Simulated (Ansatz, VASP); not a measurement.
# GeP4: VASP beside Ansatz

File INCAR:

```
  ALGO = Normal
  EDIFF = 1E-7
  EDIFFG = -0.01
  ENCUT = 600
  GGA = PE
  IBRION = 2
  ISIF = 3
  ISMEAR = 0
  LASPH = T
  LCHARG = F
  LREAL = F
  LWAVE = F
  NELM = 60
  NSW = 100
  PREC = Accurate
  SIGMA = 0.1
```

KPOINTS

```
k-points
0
Gamma
  10 10 10
```

POSCAR

```
GeP4
1.0
   -2.9262117900      2.9262117900      2.9262117900
    2.9262117900     -2.9262117900      2.9262117900
    2.9262117900      2.9262117900     -2.9262117900
Ge P
1 4
Direct
    0.0000000000      0.0000000000      0.0000000000
    0.0000000000      0.0000000000      0.5000000000
    0.5000000000      0.0000000000      0.0000000000
    0.0000000000      0.5000000000      0.0000000000
    0.5000000000      0.5000000000      0.5000000000
```

Input for Ansatz:

```yaml
crystal:
  lattice:
    - [-2.92621179, 2.92621179, 2.92621179]
    - [2.92621179, -2.92621179, 2.92621179]
    - [2.92621179, 2.92621179, -2.92621179]
  atoms:
    - { symbol: Ge, position: [0.0, 0.0, 0.0] }
    - { symbol: P, position: [0.0, 0.0, 0.5] }
    - { symbol: P, position: [0.5, 0.0, 0.0] }
    - { symbol: P, position: [0.0, 0.5, 0.0] }
    - { symbol: P, position: [0.5, 0.5, 0.5] }
basis:
  ecutwfc: 420
kpoints:
  mp_grid: { grid: [10, 10, 10] }
hamiltonian:
  xc: pbe
scf:
  occupations: { method: gaussian, width: 0.1 }
output:
  forces: true
  stress: true
  eigenvalues: true
  write_density: true
  write_potential: true
  elf: true
  volumetric_format: npy
relax:
  adjacent_minimum: "off"
  f_tol: 0.01
  max_steps: 80
  cell: { stress_tol: 0.05 }
```

Change from the starting cell: species swapped into the Hg4Pt type (Im-3m, No. 229).

Alike in both runs: task relaxation of cell and atoms; functional PBE; k mesh 10 × 10 × 10; occupations gaussian, width 0.1 eV; no spin polarisation.

|  | VASP | Ansatz |
| --- | --- | --- |
| version | VASP 6.6.1 | Ansatz 0.2.0 |
| potentials or method | VASP PAW PBE potentials, release 64 (Ge_d, P), cutoff 600 eV | scalar-relativistic, plane waves, PAW |
| valence electrons in the cell | 34 | 34 |

|  | VASP | Ansatz | Ansatz less VASP |
| --- | --- | --- | --- |
| gap on the k mesh at the Fermi level, each at its own relaxed structure (eV) | none | none | - |
| relaxed volume (Å³/atom) | 18.91 | 18.92 | +0.007 |
| relaxed cell length with the largest relative difference (Å) | 4.971 | 4.971 | +0.0006 |

A gap of «none» marks a metal or a gap that the smearing closes.
